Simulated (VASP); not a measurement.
Here is a VASP 6.6.1 calculation.

The input INCAR:

```
SYSTEM = Zr
ALGO = Fast
EDIFF = 1E-7
ENCUT = 520
GGA = PE
ISIF = 2
ISMEAR = 0
LASPH = .TRUE.
LCHARG = .FALSE.
LREAL = .FALSE.
LWAVE = .FALSE.
NBANDS = 12
NELM = 80
PREC = Accurate
SIGMA = 0.15
```

Contents of KPOINTS:

```
k-points
0
G
  18 18 18
  0 0 0
```

Contents of POSCAR:

```
Zr
1.0
    0.0000000000      2.2888250000      2.2550000000
    2.2550000000      0.0000000000      2.2550000000
    2.2550000000      2.2888250000      0.0000000000
Zr
1
Direct
    0.0000000000      0.0000000000      0.0000000000
```

Potentials or basis: VASP PAW PBE potentials, release 64 (Zr_sv).

Run with:

```bash
$ cat potpaw_PBE.64/Zr_sv/POTCAR > POTCAR
$ mpirun -np 1 vasp_std > vasp.out
```

What does it give for the pressure?

-0.3 GPa.

Predict the band gap on the k mesh.

zero (bands 6 and 7 overlap by 1.50 eV).

Stress tensor (GPa, compression positive):
```
-0.12  0.00  0.00
 0.00 -0.65  0.00
 0.00  0.00 -0.12
```

Caveat: the cell differs from its parent crystal (strain +0.0150 x Voigt [0, 1, 0, 0, 0, 0]).
